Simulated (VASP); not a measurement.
Crystal: BN (Qingsongite).

```
B N
1.0
     0.00000    1.80483    1.80483
     1.80483    0.00000    1.80483
     1.80483    1.80483    0.00000
B N
1 1
Direct
  0.00000 0.00000 0.00000
  0.25000 0.25000 0.25000
```

Base run:

| Item | Value |
| --- | --- |
| Program | VASP 6.6.1 |
| Functional | r2SCAN |
| Potentials or basis | VASP PAW PBE potentials, release 64 (B_h, N_h) |
| Cutoff | 910 eV |
| k mesh | 10 × 10 × 10 |
| Occupations | gaussian, width 0.01 eV |
| Spin | no spin polarisation |

Its results: band gap on the k mesh 5.00 eV, indirect (least direct gap 9.57 eV); pressure -0.5 GPa.

Task: The run is repeated on the same cell with these changes: potentials or basis from VASP PAW PBE potentials, release 64 (B_h, N_h) to VASP PAW PBE potentials, release 64 (B, N); cutoff from 910 eV to 520 eV; further incar settings from ALGO = Normal; EDIFF = 1e-06; NBANDS = 11 to ALGO = Normal; EDIFF = 1e-07; NBANDS = 11. What comes out?

Result: Band gap on the k mesh 4.98 eV, indirect (least direct gap 9.55 eV); pressure 1.1 GPa.

Caveats: the PAW data sets were made with another functional, which shifts forces and pressure a little; the cutoff is under 1.25 times the usual one of these potentials, so pressure, stress and relaxed cells hold a basis-set (Pulay) error (some runs).

A k mesh can miss the band edges.
